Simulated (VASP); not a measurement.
# SiIH3 in VASP: further runs

Runs on SiIH3. Level: RPBE. Tasks: single point.

Program: VASP 6.6.1. These are calculated values, not measurements. Logs are shortened: lines on timing, memory, paths and dates and some standing lists are left out, and cuts for length are marked.

## Step 1: The cell of the first run

The cell holds a molecule in a box, 5 atoms: a = 13.000 Å, b = 12.000 Å, c = 12.000 Å, α = 90.00°, β = 90.00°, γ = 90.00°.

## Step 2: Single point, RPBE

INCAR reads:

```
GGA      = RP             # functional
ISMEAR   = 0              # smearing method
SIGMA    = 0.03           # smearing width, eV
LWAVE    = F              # write WAVECAR
LCHARG   = F              # write CHGCAR
ISIF     = 0              # what is computed and relaxed
PREC     = Accurate       # precision mode
LASPH    = T              # aspherical terms in the spheres
LREAL    = Auto         
ALGO     = Normal         # electronic algorithm
EDIFF    = 1E-6           # SCF threshold, eV
NELM     = 120            # most SCF steps
GGA_COMPAT= F            
ENCUT    = 320            # plane-wave cutoff, eV
EFERMI   = MIDGAP       
NELMDL   = -8           
NBANDS   = 20             # bands
ROPT     = -0.00025 -0.00025 -0.00025
ADDGRID  = F
```

KPOINTS reads:

```
k-points
0
Gamma
  1 1 1
```

POSCAR reads:

```
SiH3I
1.0
   13.0000000000      0.0000000000      0.0000000000
    0.0000000000     12.0000000000      0.0000000000
    0.0000000000      0.0000000000     12.0000000000
Si I H
1 1 3
Direct
    0.4589038500      0.4857041700      0.5032458300
    0.6183884600      0.4029875000      0.5711708300
    0.3836115400      0.4873458300      0.5958458300
    0.4200038500      0.4169541700      0.4098208300
    0.4811423100      0.6005125000      0.4649125000
```

Potentials or basis: VASP PAW PBE potentials, release 64 (Si, I, H).

On the command line:

```bash
$ cat potpaw_PBE.64/Si/POTCAR potpaw_PBE.64/I/POTCAR potpaw_PBE.64/H/POTCAR > POTCAR
$ mpirun -np 1 vasp_gam > vasp.out
```

OUTCAR:

```text
GGA = RP
   ISMEAR = 0
   ISIF = 0
   PREC = Accurate
   LASPH = T
   LREAL = Auto
   EDIFF = 1E-6
   NELM = 120
   ENCUT = 320
   EFERMI = MIDGAP
   NELMDL = -8

 Found      1 irreducible k-points:

 Following reciprocal coordinates:
            Coordinates               Weight
  0.000000  0.000000  0.000000      1.000000
   k-points           NKPTS =      1   k-points in BZ     NKDIM =      1   number of bands    NBANDS=     20
   number of dos      NEDOS =    301   number of ions     NIONS =      5
   total plane-waves  NPLWV = 392000
   dimension x,y,z NGX =    80 NGY =   70 NGZ =   70
   dimension x,y,z NGXF=   160 NGYF=  140 NGZF=  140
   ions per type =               1   1   3
   NGX,Y,Z   is equivalent  to a cutoff of  10.23,  9.70,  9.70 a.u.
   NGXF,Y,Z  is equivalent  to a cutoff of  20.46, 19.40, 19.40 a.u.
 SYSTEM =  unknown system
   PREC   = accura    normal or accurate (medium, high low for compatibility)
   ISTART =      0    job   : 0-new  1-cont  2-samecut
   ICHARG =      2    charge: 1-file 2-atom 10-const
   ISPIN  =      1    spin polarized calculation?
   LNONCOLLINEAR =      F non collinear calculations
   LSORBIT =      F    spin-orbit coupling
   LASPH  =      T    aspherical Exc in radial PAW
   ENCUT  =  320.0 eV  23.52 Ry    4.85 a.u.  18.96 17.50 17.50*2*pi/ulx,y,z
   NELM   =    120;   NELMIN=  2; NELMDL= -8     # of ELM steps
   EDIFF  = 0.1E-05   stopping-criterion for ELM
   LREAL  =      T    real-space projection
   EDIFFG = 0.1E-04   stopping-criterion for IOM
   NSW    =      0    number of steps for IOM
   IBRION =     -1    ionic relax: 0-MD 1-quasi-New 2-CG
   NFREE  =      0    steps in history (QN), initial steepest desc. (CG)
   ISIF   =      0    stress and relaxation
   ISYM   =      2    0-nonsym 1-usesym 2-fastsym
   POTIM  = 0.5000    time-step for ionic-motion
   TEBEG  =    0.0;   TEEND  =   0.0 temperature during run

   SCALEE = 1.0000    scale energy and forces
   PSTRESS=    0.0 pullay stress
   NELECT =      14.0000    total number of electrons
   NUPDOWN=      -1.0000    fix difference up-down
   EMIN   =  10.00;   EMAX   =-10.00  energy-range for DOS
   EFERMI =   0.00;   METHOD = MIDGAP
   ISMEAR =     0;   SIGMA  =   0.03  broadening in eV -4-tet -1-fermi 0-gaus
   EFERMI_NEDOS =   21; number of points for ismear=-14 and -15
   IALGO  =     38    algorithm
   IMIX   =      4    mixing-type and parameters
     AMIX     =   0.40;   BMIX     =  1.00
     AMIX_MAG =   1.60;   BMIX_MAG =  1.00
  volume/ion in A,a.u.               =     374.40      2526.58
  Fermi-wavevector in a.u.,A,eV,Ry     =   0.320147  0.604989  1.394513  0.102494
  Thomas-Fermi vector in A             =   1.206503
   LORBIT       =      0    0 simple, 1 ext, 2 COOP (PROOUT), +10 PAW based schemes
   GGA     = RP    functional components
   LHFCALC =     F    Hartree Fock is set to
   AEXX    =    0.0000 exact exchange contribution
   IVDW    =     0    specifies the selected vdW correction
   LEPSILON=     F    determine dielectric tensor
   LRPA    =     F    only Hartree local field effects (RPA)

   CSHIFT  =0.1000    complex shift for real part using Kramers Kronig

   OMEGAMAX=  -1.0    maximum frequency
 non-spin polarized calculation
 Gauss-broadening in eV      SIGMA  =   0.03
  energy-cutoff  :      320.00
  volume of cell :     1872.00
 maximum number of plane-waves:     12177
 NGX is ok and might be reduce to    80
   NGX = 37   NGY = 35   NGZ = 35

 number of electron      14.0000000 magnetization

 Free energy of the ion-electron system (eV)
  ---------------------------------------------------
  ext. energy  EPLUGINS =         0.00000000
  ---------------------------------------------------
  free energy    TOTEN  =       -17.50707130 eV

  energy without entropy =      -17.50707130  energy(sigma->0) =      -17.50707130

 E-fermi :  -3.8132     XC(G=0):  -0.8160

 val. band max:       -6.2816196485   @ k =   0.0000   0.0000   0.0000
 cond. band min:      -1.3446912774   @ k =   0.0000   0.0000   0.0000
 fundamental gap:      4.9369283711
 Fermi energy:        -3.8131554629

 k-point     1 :       0.0000    0.0000    0.0000
  band No.  band energies     occupation
      1     -17.1876      2.00000
      2     -13.1046      2.00000
      3      -8.7697      2.00000
      4      -8.7688      2.00000
      5      -8.1833      2.00000
      6      -6.2818      2.00000
      7      -6.2816      2.00000
      8      -1.3447      0.00000
      9      -0.5232      0.00000
     10       0.0662      0.00000
     11       0.0996      0.00000
     12       0.3572      0.00000
     13       0.6884      0.00000
     14       0.7084      0.00000
     15       0.8360      0.00000
     16       0.9337      0.00000
     17       1.0496      0.00000
     18       1.2150      0.00000
     19       1.3926      0.00000
 [bands above 19 left out]

------------------------ aborting loop because EDIFF is reached ----------------------------------------

 VOLUME and BASIS-vectors are now :
 -----------------------------------------------------------------------------
  energy-cutoff  :      320.00
  volume of cell :     1872.00
      direct lattice vectors                 reciprocal lattice vectors
    13.000000000  0.000000000  0.000000000     0.076923077  0.000000000  0.000000000
     0.000000000 12.000000000  0.000000000     0.000000000  0.083333333  0.000000000
     0.000000000  0.000000000 12.000000000     0.000000000  0.000000000  0.083333333

 POSITION                                       TOTAL-FORCE (eV/Angst)
 -----------------------------------------------------------------------------------
      5.96575      5.82845      6.03895        -0.101108      0.050132     -0.039668
      8.03905      4.83585      6.85405         0.316753     -0.154166      0.124469
      4.98695      5.84815      7.15015        -0.148290      0.012086      0.137735
      5.46005      5.00345      4.91785        -0.086038     -0.098252     -0.154603
      6.25485      7.20615      5.57895         0.018684      0.190201     -0.067933
 -----------------------------------------------------------------------------------
    total drift:                               -0.000521     -0.003278      0.000657

  FREE ENERGIE OF THE ION-ELECTRON SYSTEM (eV)
  ---------------------------------------------------
  free  energy   TOTEN  =       -17.5070712960 eV

  energy  without entropy=      -17.5070712960  energy(sigma->0) =      -17.50707130
```

It took 62 s on 1 thread of Intel Xeon Platinum 8488C (Sapphire Rapids), shared host; peak memory 0.75 GiB.

Results:

```yaml
Free_energy: -17.5071 eV
Largest_force: 0.374 eV/Å
Gap_between_the_frontier_levels: 4.94 eV
```

Forces in eV/Å, atoms in the order of the input:
```
Si  -0.101  0.050 -0.040
I    0.317 -0.154  0.124
H   -0.148  0.012  0.138
H   -0.086 -0.098 -0.155
H    0.019  0.190 -0.068
```

Levels at points of the mesh, in eV from the valence-band top:
| k point | band 3 | band 4 | band 5 | band 6 | band 7 | band 8 | band 9 | band 10 | band 11 | band 12 |
| --- | --- | --- | --- | --- | --- | --- | --- | --- | --- | --- |
| (0.00, 0.00, 0.00) | -2.49 | -2.49 | -1.90 | 0.00 | 0.00 | 4.94 | 5.76 | 6.35 | 6.38 | 6.64 |

Caveat: the PAW data sets were made with another functional, which shifts forces and pressure a little; spin-orbit coupling is left out, which moves the levels of the heavy elements.

## Step 3: Single point, RPBE

Changes to INCAR since step 2:

```diff
@@ -8,3 +8,3 @@
 LASPH    = T              # aspherical terms in the spheres
-LREAL    = Auto         
+LREAL    = F              # projectors in reciprocal space
 ALGO     = Normal         # electronic algorithm
@@ -13,7 +13,6 @@
 GGA_COMPAT= F            
-ENCUT    = 320            # plane-wave cutoff, eV
+ENCUT    = 560            # plane-wave cutoff, eV
 EFERMI   = MIDGAP       
 NELMDL   = -8           
-NBANDS   = 20             # bands
-ROPT     = -0.00025 -0.00025 -0.00025
+NBANDS   = 33             # bands
 ADDGRID  = F
```

KPOINTS is that of step 2.

POSCAR is that of step 2.

Potentials or basis: VASP PAW PBE potentials, release 64 (Si, I, H).

On the command line:

```bash
$ cat potpaw_PBE.64/Si/POTCAR potpaw_PBE.64/I/POTCAR potpaw_PBE.64/H/POTCAR > POTCAR
$ mpirun -np 1 vasp_gam > vasp.out
```

OUTCAR:

```text
GGA = RP
   ISMEAR = 0
   ISIF = 0
   PREC = Accurate
   LASPH = T
   LREAL = F
   EDIFF = 1E-6
   NELM = 120
   ENCUT = 560
   EFERMI = MIDGAP
   NELMDL = -8

 ion  position               nearest neighbor table
   1  0.459  0.486  0.503-   3 1.48   4 1.48   5 1.48   2 2.44
   2  0.618  0.403  0.571-   1 2.44
   3  0.384  0.487  0.596-   1 1.48
   4  0.420  0.417  0.410-   1 1.48
   5  0.481  0.601  0.465-   1 1.48

  LATTYP: Found a simple tetragonal cell.
 ALAT       =    12.0000000000
 C/A-ratio  =     1.0833333333

  Lattice vectors:

 A1 = (   0.0000000000,  12.0000000000,   0.0000000000)
[... 170 lines left out ...]
 Fermi energy:        -3.8145540363

 k-point     1 :       0.0000    0.0000    0.0000
  band No.  band energies     occupation
      1     -17.1892      2.00000
      2     -13.1064      2.00000
      3      -8.7767      2.00000
      4      -8.7758      2.00000
      5      -8.1856      2.00000
      6      -6.2847      2.00000
[... 11 lines left out ...]
     18       1.2198      0.00000
     19       1.3933      0.00000
 [bands above 19 left out]

------------------------ aborting loop because EDIFF is reached ----------------------------------------

 VOLUME and BASIS-vectors are now :
 -----------------------------------------------------------------------------
  energy-cutoff  :      560.00
  volume of cell :     1872.00
      direct lattice vectors                 reciprocal lattice vectors
    13.000000000  0.000000000  0.000000000     0.076923077  0.000000000  0.000000000
     0.000000000 12.000000000  0.000000000     0.000000000  0.083333333  0.000000000
     0.000000000  0.000000000 12.000000000     0.000000000  0.000000000  0.083333333

 POSITION                                       TOTAL-FORCE (eV/Angst)
 -----------------------------------------------------------------------------------
      5.96575      5.82845      6.03895        -0.115167      0.056908     -0.046669
      8.03905      4.83585      6.85405         0.311120     -0.149640      0.122838
      4.98695      5.84815      7.15015        -0.130168      0.011858      0.116249
      5.46005      5.00345      4.91785        -0.077189     -0.082470     -0.133007
      6.25485      7.20615      5.57895         0.011404      0.163345     -0.059410
 -----------------------------------------------------------------------------------
    total drift:                               -0.000032     -0.000230     -0.000014

  FREE ENERGIE OF THE ION-ELECTRON SYSTEM (eV)
  ---------------------------------------------------
  free  energy   TOTEN  =       -17.5466117447 eV

  energy  without entropy=      -17.5466117447  energy(sigma->0) =      -17.54661174
```

stdout:

```text
POSCAR found type information on POSCAR SiI H
 POSCAR found :  3 types and       5 ions
 scaLAPACK will be used
 -----------------------------------------------------------------------------
|                                                                             |
|                                                                             |
|     You enforced a specific xc type in the INCAR file but a different       |
|     I HOPE YOU KNOW WHAT YOU ARE DOING!                                     |
|                                                                             |
 -----------------------------------------------------------------------------

 LDA part: xc-table for (Slater+PW92), standard interpolation
 POSCAR, INCAR and KPOINTS ok, starting setup
 FFT: planning ... GRIDC
 FFT: planning ... GRID_SOFT
 FFT: planning ... GRID
 WAVECAR not read
 entering main loop
```

It took 3.3 min on 1 thread of Intel Xeon Platinum 8488C (Sapphire Rapids), shared host; peak memory 1.5 GiB.

Results:

- Free energy: -17.5466 eV
- Largest force: 0.366 eV/Å
- Gap between the frontier levels: 4.94 eV

Forces on the atoms (eV/Å):
```
Si  -0.115  0.057 -0.047
I    0.311 -0.150  0.123
H   -0.130  0.012  0.116
H   -0.077 -0.082 -0.133
H    0.011  0.163 -0.059
```

Levels at points of the mesh, in eV from the valence-band top:
```csv
k point,band 5,band 6,band 7,band 8,band 9,band 10
"(0.00, 0.00, 0.00)",-1.90,0.00,0.00,4.94,5.76,6.35
```

Caveat: the PAW data sets were made with another functional, which shifts forces and pressure a little; spin-orbit coupling is left out, which moves the levels of the heavy elements.
